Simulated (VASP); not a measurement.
Set up this calculation in VASP 6.6.1, as the native input.

```yaml
Task: relaxation of cell and atoms
Functional: PBE
Potentials_or_basis: VASP PAW PBE potentials, release 64 (Ru_pv)
Cutoff: 600 eV
k_mesh: 20 × 20 × 20
Occupations: fermi-dirac, width 0.08 eV
Spin: no spin polarisation
Target_pressure: 420 GPa
Dipole_correction: no
Further_INCAR_settings: ALGO = Normal; EDIFF = 1e-06; IBRION = 2; EDIFFG = -0.005; NSW = 60; ISIF = 3
```

The structure of Ru lies in POSCAR:

```
Ru
1.0
   -2.0043823595      2.0043823595      1.1024102977
    2.0043823595     -2.0043823595      1.1024102977
    2.0043823595      2.0043823595     -1.1024102977
Ru
2
Direct
   -0.3750000000     -0.1250000000     -0.2500000000
    0.3750000000      0.1250000000      0.2500000000
```

One way to write it, as run:

INCAR

```
SYSTEM = Ru
ALGO = Normal ; EDIFF = 1E-6
EDIFFG = -0.005 ; ENCUT = 600
GGA = PE ; IBRION = 2
ISIF = 3 ; ISMEAR = -1
LASPH = .True. ; LCHARG = .False.
LREAL = .False. ; LWAVE = .False.
NELM = 80 ; NSW = 60
PREC = Accurate ; PSTRESS = 4200.0
SIGMA = 0.08
```

KPOINTS

```
k-points
0
Gamma
  20 20 20
  0 0 0
```

Potentials or basis: VASP PAW PBE potentials, release 64 (Ru_pv).

Run with:

```sh
$ cat potpaw_PBE.64/Ru_pv/POTCAR > POTCAR
$ mpirun -np 1 vasp_std > vasp.out
```

Results of the run:

```yaml
Relaxed_volume: 9.11 Å³/atom
Relaxed_cell: a = 3.085 Å, b = 3.085 Å, c = 3.085 Å, α = 97.23°, β = 97.23°, γ = 138.43°
Space_group_after_relaxing_to_0.1_Å: I4_1/amd (No. 141)
Energy_change_on_relaxing_the_run_minimises_the_enthalpy: -710.7 meV/atom
Ionic_steps: 17
Pressure_after_relaxing: 420.0 GPa
Band_gap_on_the_k_mesh: zero (bands 14 and 15 overlap by 3.23 eV)
```

Caveat: the cell is relaxed towards a set pressure, so the run minimises the enthalpy, not the energy.

It took 8.6 min on 1 thread of Intel(R) Xeon(R) 6975P-C (Granite Rapids), on a shared host, peak memory 0.34 GiB.
